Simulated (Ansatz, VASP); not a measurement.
**One calculation of PN, two programs**

File INCAR:

```
SYSTEM = PN
  ALGO = Normal
  EDIFF = 1E-6
  EDIFFG = -0.01
  ENCUT = 600
  GGA = PE
  IBRION = 2
  ISIF = 3
  ISMEAR = 0
  IVDW = 12
  LASPH = .True.
  LCHARG = .False.
  LREAL = .False.
  LWAVE = .False.
  NELM = 100
  NSW = 100
  PREC = Accurate
  SIGMA = 0.1
```

File KPOINTS:

```
k-points
0
Gamma
  20 20 20
  0 0 0
```

The input POSCAR:

```
PN
1.0
    2.6555082070      0.0000000000      0.0000000000
    0.0000000000      2.6555082070      0.0000000000
    0.0000000000      0.0000000000      2.6415535621
P N
1 1
Direct
    0.0000000000      0.0000000000      0.5000000000
    0.5000000000      0.5000000000      0.5000000000
```

Input for Ansatz:

```yaml
crystal:
  lattice:
    - [2.655508207, 0.0, 0.0]
    - [0.0, 2.655508207, 0.0]
    - [0.0, 0.0, 2.6415535621]
  atoms:
    - { symbol: P, position: [0.0, 0.0, 0.5] }
    - { symbol: "N", position: [0.5, 0.5, 0.5] }
basis:
  ecutwfc: 420
kpoints:
  mp_grid: { grid: [20, 20, 20] }
hamiltonian:
  xc: pbe
  dispersion: d3bj
scf:
  occupations: { method: gaussian, width: 0.1 }
output:
  forces: true
  stress: true
  eigenvalues: true
relax:
  adjacent_minimum: "off"
  f_tol: 0.01
  max_steps: 80
  cell: { stress_tol: 0.05 }
```

Alike in both runs: task relaxation of cell and atoms; functional PBE; dispersion D3(BJ); k mesh 20 × 20 × 20; occupations gaussian, width 0.1 eV; no spin polarisation.

```csv
,VASP,Ansatz
version,VASP 6.6.1,Ansatz 0.2.0
potentials or method,"VASP PAW PBE potentials, release 64 (P, N), cutoff 600 eV","scalar-relativistic, plane waves, PAW"
valence electrons in the cell,10,10
```

Ansatz gave:

| Property | Result |
| --- | --- |
| gap on the k mesh at the Fermi level, each at its own relaxed structure (eV) | none |
| relaxed volume (Å³/atom) | 9.31 |
| relaxed cell length with the largest relative difference (Å) | 2.656 |

Problem. What did VASP give for the same quantities?

Solution. gap on the k mesh at the Fermi level, each at its own relaxed structure (eV): none; relaxed volume (Å³/atom): 9.27; relaxed cell length with the largest relative difference (Å): 2.651.

A gap of «none» marks a metal or a gap that the smearing closes.
